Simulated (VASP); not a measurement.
# SiP5 (P-4m2) in VASP: single point with PBE

Aim: the single point of SiP5 with PBE.

Everything below comes from runs of VASP 6.6.1. Logs are shortened: lines on timing, memory, paths and dates and some standing lists are left out, and cuts for length are marked.

### 1 The cell of the first run

The structure is tetragonal, space group P-4m2 (No. 115). The conventional cell has a = 4.618 Å, b = 4.618 Å, c = 5.729 Å, α = 90.00°, β = 90.00°, γ = 90.00°. Si (site symmetry -4m2) has 4 P at 2.42 Å within 3.2 Å. P (site symmetry m) has 4 P at 2.18 to 2.44 Å and 1 Si at 2.42 Å within 2.9 Å. Within 4.3 Å of P (site symmetry -4m2) lie 4 Si at 3.27 Å and 8 P at 3.30 Å.

### 2 Single point, PBE

The input, INCAR:

```
SYSTEM = SiP5
PREC     = Accurate       ! precision mode
ENCUT    = 500            ! plane-wave cutoff, eV
EDIFF    = 1E-6           ! SCF threshold, eV
ISMEAR   = 0              ! smearing method
SIGMA    = 0.2            ! smearing width, eV
LREAL    = .FALSE.        ! projectors in reciprocal space
LASPH    = .TRUE.         ! aspherical terms in the spheres
NELM     = 120            ! most SCF steps
ALGO     = Normal         ! electronic algorithm
ISIF     = 2              ! what is computed and relaxed
LWAVE    = .FALSE.        ! write WAVECAR
LCHARG   = .FALSE.        ! write CHGCAR
GGA      = PE             ! functional
NBANDS   = 24             ! bands
GGA_COMPAT= .FALSE.
```

The input, KPOINTS:

```
Automatic mesh
0
G
  3 3 3
  0 0 0
```

The input, POSCAR:

```
SiP5
1.0
    4.6184143190      0.0000000000      0.0000000000
    0.0000000000      4.6184143190      0.0000000000
    0.0000000000      0.0000000000      5.7294978132
Si P
1 5
Direct
    0.0000000000      0.0000000000      0.0000000000
    0.2643078295      0.0000000000      0.6358578962
    0.7356921705      0.0000000000      0.6358578962
    0.0000000000      0.7356921705      0.3641421038
    0.0000000000      0.2643078295      0.3641421038
    0.5000000000      0.5000000000      0.0000000000
```

Potentials or basis: VASP PAW PBE potentials, release 64 (Si, P).

Started as:

```sh
> cat potpaw_PBE.64/Si/POTCAR potpaw_PBE.64/P/POTCAR > POTCAR
> mpirun -np 1 vasp_std > vasp.out
```

OUTCAR:

```text
SYSTEM = SiP5
   PREC = Accurate
   ENCUT = 500
   EDIFF = 1E-6
   ISMEAR = 0
   LREAL = .FALSE.
   LASPH = .TRUE.
   NELM = 120
   ISIF = 2
   GGA = PE

 ion  position               nearest neighbor table
   1  0.000  0.000  0.000-   2 2.42   3 2.42   4 2.42   5 2.42
   2  0.264  0.000  0.636-   3 2.18   4 2.32   5 2.32   1 2.42   3 2.44
   3  0.736  0.000  0.636-   2 2.18   4 2.32   5 2.32   1 2.42   2 2.44
   4  0.000  0.736  0.364-   5 2.18   3 2.32   2 2.32   1 2.42   5 2.44
   5  0.000  0.264  0.364-   4 2.18   3 2.32   2 2.32   1 2.42   4 2.44
   6  0.500  0.500  0.000-

  LATTYP: Found a simple tetragonal cell.
 ALAT       =     4.6184143190
 C/A-ratio  =     1.2405768338

  Lattice vectors:

 A1 = (   4.6184143190,   0.0000000000,   0.0000000000)
 A2 = (   0.0000000000,   4.6184143190,   0.0000000000)
 A3 = (   0.0000000000,   0.0000000000,   5.7294978132)

Analysis of symmetry for initial positions (statically):
=====================================================================
 Subroutine PRICEL returns:
 Original cell was already a primitive cell.

 Routine SETGRP: Setting up the symmetry group for a
 simple tetragonal supercell.

 Subroutine GETGRP returns: Found  8 space group operations
 (whereof  8 operations were pure point group operations)
 out of a pool of 16 trial point group operations.

The static configuration has the point symmetry D_2d.

Analysis of symmetry for dynamics (positions and initial velocities):
=====================================================================
 Subroutine PRICEL returns:
 Original cell was already a primitive cell.

 Routine SETGRP: Setting up the symmetry group for a
 simple tetragonal supercell.

 Subroutine GETGRP returns: Found  8 space group operations
 (whereof  8 operations were pure point group operations)
 out of a pool of 16 trial point group operations.

The dynamic configuration has the point symmetry D_2d.

 Subroutine INISYM returns: Found  8 space group operations
 (whereof  8 operations are pure point group operations),
 and found     1 'primitive' translations

----------------------------------------------------------------------------------------

                                     Primitive cell

  volume of cell :     122.2088
[... 77 lines left out ...]
   NELM   =    120;   NELMIN=  2; NELMDL= -5     # of ELM steps
   EDIFF  = 0.1E-05   stopping-criterion for ELM
   LREAL  =      F    real-space projection
   EDIFFG = 0.1E-04   stopping-criterion for IOM
   NSW    =      0    number of steps for IOM
   IBRION =     -1    ionic relax: 0-MD 1-quasi-New 2-CG
   NFREE  =      0    steps in history (QN), initial steepest desc. (CG)
   ISIF   =      2    stress and relaxation
   ISYM   =      2    0-nonsym 1-usesym 2-fastsym
   POTIM  = 0.5000    time-step for ionic-motion
   TEBEG  =    0.0;   TEEND  =   0.0 temperature during run
   PSTRESS=    0.0 pullay stress
   NELECT =      29.0000    total number of electrons
   NUPDOWN=      -1.0000    fix difference up-down
   EMIN   =  10.00;   EMAX   =-10.00  energy-range for DOS
   EFERMI =   0.00;   METHOD = LEGACY
   ISMEAR =     0;   SIGMA  =   0.20  broadening in eV -4-tet -1-fermi 0-gaus
   EFERMI_NEDOS =   21; number of points for ismear=-14 and -15
   IALGO  =     38    algorithm
   IMIX   =      4    mixing-type and parameters
     AMIX     =   0.40;   BMIX     =  1.00
     AMIX_MAG =   1.60;   BMIX_MAG =  1.00
  volume/ion in A,a.u.               =      20.37       137.45
  Fermi-wavevector in a.u.,A,eV,Ry     =   1.013538  1.915309 13.976712  1.027259
  Thomas-Fermi vector in A             =   2.146713
   LORBIT       =      0    0 simple, 1 ext, 2 COOP (PROOUT), +10 PAW based schemes
   GGA     = PE    functional components
   LHFCALC =     F    Hartree Fock is set to
   AEXX    =    0.0000 exact exchange contribution
   IVDW    =     0    specifies the selected vdW correction
   LEPSILON=     F    determine dielectric tensor
   LRPA    =     F    only Hartree local field effects (RPA)
 non-spin polarized calculation
 Gauss-broadening in eV      SIGMA  =   0.20
  energy-cutoff  :      500.00
  volume of cell :      122.21
 maximum number of plane-waves:      3145
 NGX is ok and might be reduce to    36
   NGX = 17   NGY = 17   NGZ = 21

 number of electron      29.0000002 magnetization

 Free energy of the ion-electron system (eV)
  ---------------------------------------------------
  ext. energy  EPLUGINS =         0.00000000
  ---------------------------------------------------
  free energy    TOTEN  =       -28.11382245 eV

  energy without entropy =      -28.06991913  energy(sigma->0) =      -28.09187079

 E-fermi :   5.7408     XC(G=0):  -9.5004

 val. band max:        5.6516628160   @ k =   0.0000   0.0000   0.0000
 cond. band min:       5.8349093227   @ k =   0.3333   0.3333   0.3333
 fundamental gap:      0.1832465067
 Fermi energy:         5.7407723401

 k-point     1 :       0.0000    0.0000    0.0000
  band No.  band energies     occupation
      1     -10.3482      2.00000
      2      -6.3205      2.00000
      3      -4.3230      2.00000
      4      -2.9684      2.00000
      5      -2.9684      2.00000
      6      -2.5392      2.00000
[... 151 lines left out ...]
     23      10.6529      0.00000
     24      10.8895      0.00000

------------------------ aborting loop because EDIFF is reached ----------------------------------------

  FORCE on cell =-STRESS in cart. coord.  units (eV):
  Direction    XX          YY          ZZ          XY          YZ          ZX
  --------------------------------------------------------------------------------------
  -------------------------------------------------------------------------------------
  Total       -0.2286524     -0.2286524     -0.0140091      0.0000000      0.0000000      0.0000000
  in kB       -2.9976716     -2.9976716     -0.1836619      0.0000000      0.0000000      0.0000000
  external PRESSURE =      -2.0596684 kB  Pullay stress =       0.0000000 kB

 VOLUME and BASIS-vectors are now :
 -----------------------------------------------------------------------------
  energy-cutoff  :      500.00
  volume of cell :      122.21
      direct lattice vectors                 reciprocal lattice vectors
     4.618414319  0.000000000  0.000000000     0.216524532  0.000000000  0.000000000
     0.000000000  4.618414319  0.000000000     0.000000000  0.216524532  0.000000000
     0.000000000  0.000000000  5.729497813     0.000000000  0.000000000  0.174535366

 POSITION                                       TOTAL-FORCE (eV/Angst)
 -----------------------------------------------------------------------------------
      0.00000      0.00000      0.00000         0.000000      0.000000      0.000000
      1.22068      0.00000      3.64315         0.000287      0.000000     -0.022245
      3.39773      0.00000      3.64315        -0.000287      0.000000     -0.022245
      0.00000      3.39773      2.08635         0.000000     -0.000287      0.022245
      0.00000      1.22068      2.08635         0.000000      0.000287      0.022245
      2.30921      2.30921      0.00000         0.000000     -0.000000      0.000000
 -----------------------------------------------------------------------------------
    total drift:                                0.000000      0.000000      0.000000

  FREE ENERGIE OF THE ION-ELECTRON SYSTEM (eV)
  ---------------------------------------------------
  free  energy   TOTEN  =       -28.1138224504 eV

  energy  without entropy=      -28.0699191338  energy(sigma->0) =      -28.09187079
```

Run time: 32 s. Hardware: 1 thread of Intel Xeon 8259CL, shared host; peak memory 0.21 GiB.

Results:

| Quantity | Value |
| --- | --- |
| Free energy | -28.1138 eV |
| Pressure | -0.2 GPa |
| Largest force | 0.022 eV/Å |

Forces on the atoms (eV/Å):
```
Si   0.000  0.000  0.000
P    0.000  0.000 -0.022
P    0.000  0.000 -0.022
P    0.000  0.000  0.022
P    0.000  0.000  0.022
P    0.000  0.000  0.000
```

Levels at points of the mesh, in eV from the Fermi level:
| k point | band 12 | band 13 | band 14 | band 15 | band 16 | band 17 |
| --- | --- | --- | --- | --- | --- | --- |
| (0.00, 0.00, 0.00) | -2.25 | -1.69 | -1.48 | -0.09 | 1.11 | 1.90 |

Caveat: the k points lie up to 0.45 Å⁻¹ apart.
